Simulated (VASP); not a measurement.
# SrMgP3 (Pm-3m) in VASP: single point with PBE

Aim: the single point of SrMgP3 with PBE.

Everything below comes from runs of VASP 6.6.1. Logs are shortened: lines on timing, memory, paths and dates and some standing lists are left out, and cuts for length are marked.

## 1. The cell of the first run

The structure is cubic, space group Pm-3m (No. 221). The conventional cell has a = 4.176 Å, b = 4.176 Å, c = 4.176 Å, α = 90.00°, β = 90.00°, γ = 90.00°. Sr (site symmetry m-3m) has 12 P at 2.95 Å and 8 Mg at 3.62 Å within 3.9 Å. Mg (site symmetry m-3m) has 6 P at 2.09 Å within 2.8 Å. P (site symmetry 4/mmm) has 2 Mg at 2.09 Å within 2.8 Å.

## 2. Single point, PBE

Contents of INCAR:

```
SYSTEM = SrMgP3
PREC = Accurate ; ENCUT = 520
EDIFF = 1E-7 ; ISMEAR = -1
SIGMA = 0.1 ; LREAL = .False.
LASPH = .True. ; NELM = 100
ALGO = Normal ; ISIF = 2
LWAVE = .False. ; LCHARG = .True.
GGA = PE ; LELF = .True.
LVHAR = .True. ; NBANDS = 22
```

Contents of KPOINTS:

```
regular mesh
0
Gamma
  8 8 8
  0 0 0
```

Contents of POSCAR:

```
SrMgP3
1.0
    4.1757260000      0.0000000000      0.0000000000
    0.0000000000      4.1757260000      0.0000000000
    0.0000000000      0.0000000000      4.1757260000
Sr Mg P
1 1 3
Direct
    0.5000000000      0.5000000000      0.5000000000
    0.0000000000      0.0000000000      0.0000000000
    0.5000000000      0.0000000000      0.0000000000
    0.0000000000      0.5000000000      0.0000000000
    0.0000000000      0.0000000000      0.5000000000
```

Potentials or basis: VASP PAW PBE potentials, release 64 (Sr_sv, Mg, P).

Command:

```console
$ cat potpaw_PBE.64/Sr_sv/POTCAR potpaw_PBE.64/Mg/POTCAR potpaw_PBE.64/P/POTCAR > POTCAR
$ mpirun -np 1 vasp_std > vasp.out
```

OUTCAR:

```text
SYSTEM = SrMgP3
   PREC = Accurate
   ENCUT = 520
   EDIFF = 1E-7
   ISMEAR = -1
   LREAL = .False.
   LASPH = .True.
   NELM = 100
   ISIF = 2
   GGA = PE

 ion  position               nearest neighbor table
   1  0.500  0.500  0.500-   3 2.95   4 2.95   5 2.95   3 2.95   4 2.95   3 2.95   5 2.95   3 2.95
                             4 2.95   5 2.95   4 2.95   5 2.95   2 3.62   2 3.62   2 3.62   2 3.62
   2  0.000  0.000  0.000-   3 2.09   4 2.09   5 2.09   5 2.09   4 2.09   3 2.09   1 3.62   1 3.62
                             1 3.62   1 3.62   1 3.62   1 3.62   1 3.62   1 3.62
   3  0.500  0.000  0.000-   2 2.09   2 2.09   4 2.95   5 2.95   1 2.95   5 2.95   1 2.95   4 2.95
                             1 2.95   1 2.95   4 2.95   5 2.95   5 2.95   4 2.95
   4  0.000  0.500  0.000-   2 2.09   2 2.09   3 2.95   5 2.95   1 2.95   5 2.95   1 2.95   3 2.95
                             5 2.95   5 2.95   1 2.95   3 2.95   1 2.95   3 2.95
   5  0.000  0.000  0.500-   2 2.09   2 2.09   3 2.95   4 2.95   1 2.95   3 2.95   4 2.95   1 2.95
                             4 2.95   4 2.95   1 2.95   3 2.95   3 2.95   1 2.95

  LATTYP: Found a simple cubic cell.
 ALAT       =     4.1757260000

  Lattice vectors:

 A1 = (   4.1757260000,   0.0000000000,   0.0000000000)
 A2 = (   0.0000000000,   4.1757260000,   0.0000000000)
 A3 = (   0.0000000000,   0.0000000000,   4.1757260000)

Analysis of symmetry for initial positions (statically):
=====================================================================
 Subroutine PRICEL returns:
 Original cell was already a primitive cell.

 Routine SETGRP: Setting up the symmetry group for a
 simple cubic supercell.

 Subroutine GETGRP returns: Found 48 space group operations
 (whereof 48 operations were pure point group operations)
 out of a pool of 48 trial point group operations.

The static configuration has the point symmetry O_h .

Analysis of symmetry for dynamics (positions and initial velocities):
=====================================================================
 Subroutine PRICEL returns:
 Original cell was already a primitive cell.

 Routine SETGRP: Setting up the symmetry group for a
 simple cubic supercell.

 Subroutine GETGRP returns: Found 48 space group operations
 (whereof 48 operations were pure point group operations)
 out of a pool of 48 trial point group operations.

The dynamic configuration has the point symmetry O_h .

 Subroutine INISYM returns: Found 48 space group operations
 (whereof 48 operations are pure point group operations),
[... 102 lines left out ...]
   EDIFF  = 0.1E-06   stopping-criterion for ELM
   LREAL  =      F    real-space projection
   EDIFFG = 0.1E-05   stopping-criterion for IOM
   NSW    =      0    number of steps for IOM
   IBRION =     -1    ionic relax: 0-MD 1-quasi-New 2-CG
   NFREE  =      0    steps in history (QN), initial steepest desc. (CG)
   ISIF   =      2    stress and relaxation
   ISYM   =      2    0-nonsym 1-usesym 2-fastsym
   POTIM  = 0.5000    time-step for ionic-motion
   TEBEG  =    0.0;   TEEND  =   0.0 temperature during run
   PSTRESS=    0.0 pullay stress
   NELECT =      27.0000    total number of electrons
   NUPDOWN=      -1.0000    fix difference up-down
   EMIN   =  10.00;   EMAX   =-10.00  energy-range for DOS
   EFERMI =   0.00;   METHOD = LEGACY
   ISMEAR =    -1;   SIGMA  =   0.10  broadening in eV -4-tet -1-fermi 0-gaus
   EFERMI_NEDOS =   21; number of points for ismear=-14 and -15
   IALGO  =     38    algorithm
   IMIX   =      4    mixing-type and parameters
     AMIX     =   0.40;   BMIX     =  1.00
     AMIX_MAG =   1.60;   BMIX_MAG =  1.00
  volume/ion in A,a.u.               =      14.56        98.27
  Fermi-wavevector in a.u.,A,eV,Ry     =   1.176154  2.222608 18.821451  1.383338
  Thomas-Fermi vector in A             =   2.312522
   LORBIT       =      0    0 simple, 1 ext, 2 COOP (PROOUT), +10 PAW based schemes
   GGA     = PE    functional components
   LHFCALC =     F    Hartree Fock is set to
   AEXX    =    0.0000 exact exchange contribution
   IVDW    =     0    specifies the selected vdW correction
   LEPSILON=     F    determine dielectric tensor
   LRPA    =     F    only Hartree local field effects (RPA)
 non-spin polarized calculation
  energy-cutoff  :      520.00
  volume of cell :       72.81
 maximum number of plane-waves:      1996
 NGX is ok and might be reduce to    32
   NGX = 15   NGY = 15   NGZ = 15

 number of electron      27.0000008 magnetization

 Free energy of the ion-electron system (eV)
  ---------------------------------------------------
  ext. energy  EPLUGINS =         0.00000000
  ---------------------------------------------------
  free energy    TOTEN  =       -13.65537631 eV

  energy without entropy =      -13.58922406  energy(sigma->0) =      -13.62230019

 E-fermi :   8.2050     XC(G=0): -11.3119

 val. band max:        8.2026518157   @ k =   0.3750   0.3750   0.3750
 cond. band min:       8.2480420160   @ k =   0.5000   0.1250   0.0000
 fundamental gap:      0.0453902003
 Fermi energy:         8.2050059810

 k-point     1 :       0.0000    0.0000    0.0000
  band No.  band energies     occupation
      1     -26.1478      2.00000
      2      -8.3899      2.00000
      3      -8.3899      2.00000
      4      -8.3899      2.00000
      5      -5.9651      2.00000
      6      -0.7285      2.00000
[... 589 lines left out ...]
     21      15.8153      0.00000
     22      16.2103      0.00000

 [... further k-points ...]

------------------------ aborting loop because EDIFF is reached ----------------------------------------

  FORCE on cell =-STRESS in cart. coord.  units (eV):
  Direction    XX          YY          ZZ          XY          YZ          ZX
  --------------------------------------------------------------------------------------
  -------------------------------------------------------------------------------------
  Total       26.9313736     26.9313736     26.9313736      0.0000000     -0.0000000     -0.0000000
  in kB      592.6156368    592.6156368    592.6156368      0.0000000     -0.0000000     -0.0000000
  external PRESSURE =     592.6156368 kB  Pullay stress =       0.0000000 kB

 VOLUME and BASIS-vectors are now :
 -----------------------------------------------------------------------------
  energy-cutoff  :      520.00
  volume of cell :       72.81
      direct lattice vectors                 reciprocal lattice vectors
     4.175726000  0.000000000  0.000000000     0.239479314  0.000000000  0.000000000
     0.000000000  4.175726000  0.000000000     0.000000000  0.239479314  0.000000000
     0.000000000  0.000000000  4.175726000     0.000000000  0.000000000  0.239479314

 POSITION                                       TOTAL-FORCE (eV/Angst)
 -----------------------------------------------------------------------------------
      2.08786      2.08786      2.08786         0.000000      0.000000      0.000000
      0.00000      0.00000      0.00000         0.000000      0.000000      0.000000
      2.08786      0.00000      0.00000         0.000000      0.000000      0.000000
      0.00000      2.08786      0.00000         0.000000      0.000000      0.000000
      0.00000      0.00000      2.08786         0.000000      0.000000      0.000000
 -----------------------------------------------------------------------------------
    total drift:                                0.000000      0.000000     -0.000000

  FREE ENERGIE OF THE ION-ELECTRON SYSTEM (eV)
  ---------------------------------------------------
  free  energy   TOTEN  =       -13.6553763115 eV

  energy  without entropy=      -13.5892240586  energy(sigma->0) =      -13.62230019
```

OSZICAR:

```text
N       E                     dE             d eps       ncg     rms          rms(c)
DAV:   1     0.119845112435E+03    0.11985E+03   -0.12456E+04  1540   0.109E+03
DAV:   2    -0.807774108451E+01   -0.12792E+03   -0.12307E+03  2140   0.222E+02
DAV:   3    -0.138694661558E+02   -0.57917E+01   -0.57142E+01  2158   0.405E+01
DAV:   4    -0.140132374721E+02   -0.14377E+00   -0.14344E+00  2232   0.541E+00
DAV:   5    -0.140170270229E+02   -0.37896E-02   -0.37891E-02  2088   0.715E-01    0.261E+01
DAV:   6    -0.137422667508E+02    0.27476E+00   -0.26159E-01  1956   0.251E+00    0.162E+01
DAV:   7    -0.136631644670E+02    0.79102E-01   -0.29502E-01  2200   0.298E+00    0.872E-01
DAV:   8    -0.136552113474E+02    0.79531E-02   -0.67213E-02  1842   0.125E+00    0.614E-01
DAV:   9    -0.136554240838E+02   -0.21274E-03   -0.25617E-03  1862   0.254E-01    0.113E-01
DAV:  10    -0.136553764624E+02    0.47621E-04   -0.38499E-04  2086   0.850E-02    0.362E-02
DAV:  11    -0.136553754864E+02    0.97603E-06   -0.24387E-05  1984   0.286E-02    0.156E-02
DAV:  12    -0.136553762621E+02   -0.77574E-06   -0.26165E-06  2054   0.914E-03    0.909E-03
DAV:  13    -0.136553763115E+02   -0.49366E-07   -0.41475E-07  1850   0.368E-03
   1 F= -.13655376E+02 E0= -.13622300E+02  d E =-.661523E-01
```

stdout:

```text
POSCAR found type information on POSCAR SrMgP
 POSCAR found :  3 types and       5 ions
 scaLAPACK will be used
 LDA part: xc-table for (Slater+PW92), standard interpolation
 POSCAR, INCAR and KPOINTS ok, starting setup
 FFT: planning ... GRIDC
 FFT: planning ... GRID_SOFT
 FFT: planning ... GRID
 WAVECAR not read
 entering main loop
```

Wall time 46 s (1 thread of Intel Xeon 8259CL, shared host); peak memory 0.21 GiB.

Results:

* Free energy: -13.6554 eV
* Pressure: 59.3 GPa
* Band gap on the k mesh: zero (an odd number of electrons rules out a gap without spin polarisation)

Caveat: the cell stands under pressure.
